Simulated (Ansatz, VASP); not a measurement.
# One calculation of Gd, two programs

File INCAR:

```
SYSTEM = Gd
PREC = Accurate
ENCUT = 520
EDIFF = 1E-7
ISMEAR = 0
SIGMA = 0.1
LREAL = .FALSE.
LASPH = .TRUE.
NELM = 150
ALGO = Normal
ISIF = 2
LWAVE = .FALSE.
LCHARG = .TRUE.
ISPIN = 2
MAGMOM = 7
LORBIT = 11
LMAXMIX = 6
GGA = RP
LELF = .TRUE.
LVHAR = .TRUE.
NBANDS = 19
```

The input KPOINTS:

```
Automatic mesh
0
G
  9 9 9
  0 0 0
```

Contents of POSCAR:

```
Gd
1.0
   -2.0250000000      2.0250000000      2.0250000000
    2.0250000000     -2.0250000000      2.0250000000
    2.0250000000      2.0250000000     -2.0250000000
Gd
1
Direct
    0.0000000000      0.0000000000      0.0000000000
```

The input input.yaml:

```yaml
crystal:
  lattice:
    - [-2.025, 2.025, 2.025]
    - [2.025, -2.025, 2.025]
    - [2.025, 2.025, -2.025]
  atoms:
    - { symbol: Gd, position: [0.0, 0.0, 0.0], spin: 7.0 }
kpoints:
  mp_grid: { grid: [9, 9, 9] }
scf:
  occupations: { method: gaussian, width: 0.1 }
hamiltonian:
  xc: rpbe
  pseudopotentials: { kind: all_electron, lapw: { basis_error: 0.001 } }
magnetization:
  spin_polarized: true
output:
  forces: true
  stress: true
  eigenvalues: true
```

Alike in both runs: task single point; functional RPBE; k mesh 9 × 9 × 9; occupations gaussian, width 0.1 eV; collinear spin.

```csv
,VASP,Ansatz
version,VASP 6.6.1,Ansatz 0.2.0
potentials or method,"VASP PAW PBE potentials, release 64 (Gd), cutoff 520 eV","all-electron LAPW, scalar-relativistic"
```

```csv
,VASP,Ansatz,Ansatz less VASP
gap on the k mesh at the Fermi level (eV),none,none,-
pressure (GPa),1.6,1.6,+0.04
net moment per atom (μB),7.63,7.61,-0.015
size of the moment on the site where the two differ most (μB),7.00,7.44,+0.440
```

VASP's potentials were made for PBE, not for RPBE. Site moments also hang on the region over which each program counts them. A gap of «none» marks a metal or a gap that the smearing closes. Ansatz ran all-electron here, and VASP with PAW potentials.

Spin-orbit coupling is off throughout. Noted on Ansatz's run: the open f shell may have settled in a state that isn't the lowest.
